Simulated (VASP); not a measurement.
A run of VASP 6.6.1 is set up as follows.

INCAR

```
SYSTEM = VW3
PREC = Accurate
ENCUT = 500
EDIFF = 1E-7
ISMEAR = 0
SIGMA = 0.1
LREAL = .FALSE.
LASPH = .TRUE.
NELM = 200
ALGO = Normal
ISIF = 3
LWAVE = .FALSE.
LCHARG = .FALSE.
ISPIN = 2
MAGMOM = 1.5 0 0 0
LORBIT = 11
LMAXMIX = 4
GGA = PS
IBRION = 2
NSW = 60
EDIFFG = -0.02
GGA_COMPAT = .FALSE.
NELMIN = 4
```

KPOINTS

```
Automatic mesh
0
G
  5 5 5
  0 0 0
```

File POSCAR:

```
VW3
1.0
    0.0000000000      3.1251150000      3.1251150000
    3.1251150000      0.0000000000      3.1251150000
    3.1251150000      3.1251150000      0.0000000000
V W
1 3
Direct
    0.0000000000      0.0000000000      0.0000000000
    0.2500000000      0.2500000000      0.2500000000
    0.7500000000      0.7500000000      0.7500000000
    0.5000000000      0.5000000000      0.5000000000
```

Potentials or basis: VASP PAW PBE potentials, release 64 (V_sv, W_sv).

The run is started by

```console
$ cat potpaw_PBE.64/V_sv/POTCAR potpaw_PBE.64/W_sv/POTCAR > POTCAR
$ mpirun -np 1 vasp_std > vasp.out
```

Question: Predict the relaxed cell.

Answer: a = 4.394 Å, b = 4.394 Å, c = 4.394 Å, α = 60.00°, β = 60.00°, γ = 60.00°.

Question: Predict the net moment.

Answer: 0.00 μB per cell.

Question: Estimate the space group after relaxing (to 0.1 Å).

Answer: Fm-3m (No. 225).

Final structure:
```xyz
4
Lattice="0.0000 3.1072 3.1072 3.1072 0.0000 3.1072 3.1072 3.1072 0.0000" Properties=species:S:1:pos:R:3 pbc="T T T"
V     0.0000    0.0000    0.0000
W     1.5536    1.5536    1.5536
W     4.6608    4.6608    4.6608
W     3.1072    3.1072    3.1072
```
